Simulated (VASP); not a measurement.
A run of VASP 6.6.1 is set up as follows.

INCAR

```
  ALGO = Normal
  EDIFF = 1E-8
  ENCUT = 520
  GGA = PE
  IBRION = 8
  ISIF = 2
  ISMEAR = -1
  LASPH = T
  LCHARG = T
  LREAL = F
  LWAVE = F
  NBANDS = 18
  NELM = 80
  NSW = 1
  PREC = Accurate
  SIGMA = 0.15
```

Contents of KPOINTS:

```
k-points
0
Gamma
  12 12 12
```

File POSCAR:

```
TiAl3
1.0
    3.9823716945      0.0000000000      0.0000000000
    0.0000000000      3.9823716945      0.0000000000
    0.0000000000      0.0000000000      3.9823716945
Ti Al
1 3
Direct
    0.0000000000      0.0000000000      0.0000000000
    0.5000000000      0.0000000000      0.5000000000
    0.0000000000      0.5000000000      0.5000000000
    0.5000000000      0.5000000000      0.0000000000
```

Potentials or basis: VASP PAW PBE potentials, release 64 (Ti_sv, Al).

Command:

```console
$ cat potpaw_PBE.64/Ti_sv/POTCAR potpaw_PBE.64/Al/POTCAR > POTCAR
$ mpirun -np 1 vasp_std > vasp.out
```

Q: What does it give for the highest phonon frequency at Γ?

A: 341 cm⁻¹.

Phonon frequencies in cm⁻¹ (negative: imaginary):
| q point | frequencies |
| --- | --- |
| (0.000, 0.000, 0.000) | 0 0 0 252 252 252 271 271 271 341 341 341 |
